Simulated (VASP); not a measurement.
Set up this calculation in VASP 6.6.1, as the native input.

```
Task                   : single point
Functional             : PBE
Potentials or basis    : VASP PAW PBE potentials, release 64 (Si, C)
Cutoff                 : 520 eV
k mesh                 : 12 × 12 × 12
Occupations            : gaussian, width 0.05 eV
Spin                   : no spin polarisation
Dipole correction      : no
Further INCAR settings : ALGO = Normal; EDIFF = 1e-06; NBANDS = 11
```

The structure of SiC lies in POSCAR:

```
SiC
1.0
    0.0000000000      2.2362324146      2.2362324146
    2.2362324146      0.0000000000      2.2362324146
    2.2125283510      2.2125283510      0.0237040636
Si C
1 1
Direct
    0.0000000000      0.0000000000      0.0000000000
    0.7500000000      0.7500000000      0.7500000000
```

These files were run (other wordings do the same):

INCAR

```
ALGO     = Normal         # electronic algorithm
EDIFF    = 1E-6           # SCF threshold, eV
ENCUT    = 520            # plane-wave cutoff, eV
GGA      = PE             # functional
ISIF     = 2              # what is computed and relaxed
ISMEAR   = 0              # smearing method
LASPH    = T              # aspherical terms in the spheres
LCHARG   = F              # write CHGCAR
LREAL    = F              # projectors in reciprocal space
LWAVE    = F              # write WAVECAR
NBANDS   = 11             # bands
NELM     = 100            # most SCF steps
PREC     = Accurate       # precision mode
SIGMA    = 0.05           # smearing width, eV
```

KPOINTS

```
k-points
0
Gamma
  12 12 12
```

Potentials or basis: VASP PAW PBE potentials, release 64 (Si, C).

Launch:

```console
$ cat potpaw_PBE.64/Si/POTCAR potpaw_PBE.64/C/POTCAR > POTCAR
$ mpirun -np 1 vasp_std > vasp.out
```

Results of the run:

```yaml
Pressure: -9.0 GPa
Largest_force: 0.109 eV/Å
Band_gap_on_the_k_mesh: 1.36 eV, indirect (least direct gap 4.39 eV)
```

It took 52 s on 1 thread of Intel Xeon 8259CL, on a shared host, peak memory 0.16 GiB.
